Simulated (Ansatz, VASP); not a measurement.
# One calculation of Al2GaP3, two programs

Contents of INCAR:

```
SYSTEM = Al2GaP3
  ALGO = Normal
  EDIFF = 1E-6
  ENCUT = 520
  GGA = PE
  ISIF = 2
  ISMEAR = 0
  LASPH = .True.
  LCHARG = .False.
  LREAL = .False.
  LWAVE = .False.
  NBANDS = 26
  NELM = 60
  PREC = Accurate
  SIGMA = 0.1
```

The input KPOINTS:

```
k-points
0
Gamma
  6 6 2
  0 0 0
```

File POSCAR:

```
Al2GaP3
1.0
    4.2948992100      0.0000000000      0.0000000000
   -2.1474496000      3.7194918200      0.0000000000
    0.0000000000      0.0000000000      7.4830981300
Al Ga P
2 1 3
Direct
    0.3333333300      0.6666666700      0.6414740200
    0.6666666700      0.3333333300      0.3585259800
    0.0000000000      0.0000000000      0.0000000000
    0.5000000000      0.0000000000      0.5000000000
    0.0000000000      0.5000000000      0.5000000000
    0.5000000000      0.5000000000      0.5000000000
```

Input for Ansatz:

```yaml
crystal:
  lattice:
    - [4.29489921, 0.0, 0.0]
    - [-2.1474496, 3.71949182, 0.0]
    - [0.0, 0.0, 7.48309813]
  atoms:
    - { symbol: Al, position: [0.33333333, 0.66666667, 0.64147402] }
    - { symbol: Al, position: [0.66666667, 0.33333333, 0.35852598] }
    - { symbol: Ga, position: [0.0, 0.0, 0.0] }
    - { symbol: P, position: [0.5, 0.0, 0.5] }
    - { symbol: P, position: [0.0, 0.5, 0.5] }
    - { symbol: P, position: [0.5, 0.5, 0.5] }
basis:
  ecutwfc: 420
kpoints:
  mp_grid: { grid: [6, 6, 2] }
hamiltonian:
  xc: pbe
scf:
  occupations: { method: gaussian, width: 0.1 }
  lower_state_search: "off"
output:
  forces: true
  stress: true
  eigenvalues: true
```

Alike in both runs: task single point; functional PBE; k mesh 6 × 6 × 2; occupations gaussian, width 0.1 eV; no spin polarisation.

```csv
,VASP,Ansatz
version,VASP 6.6.1,Ansatz 0.2.0
potentials or method,"VASP PAW PBE potentials, release 64 (Al, Ga_d, P), cutoff 520 eV","scalar-relativistic, plane waves, PAW"
valence electrons in the cell,34,34
```

```tsv
	VASP	Ansatz	Ansatz less VASP
gap on the k mesh at the Fermi level (eV)	none	none	-
rms of the force components (eV/Å)	16.741	16.703	-0.0384
```

Atom by atom the forces differ by 0.038 eV/Å (rms over components). A gap of «none» marks a metal or a gap that the smearing closes.

The k mesh is coarse, so the values compare programs but aren't converged.
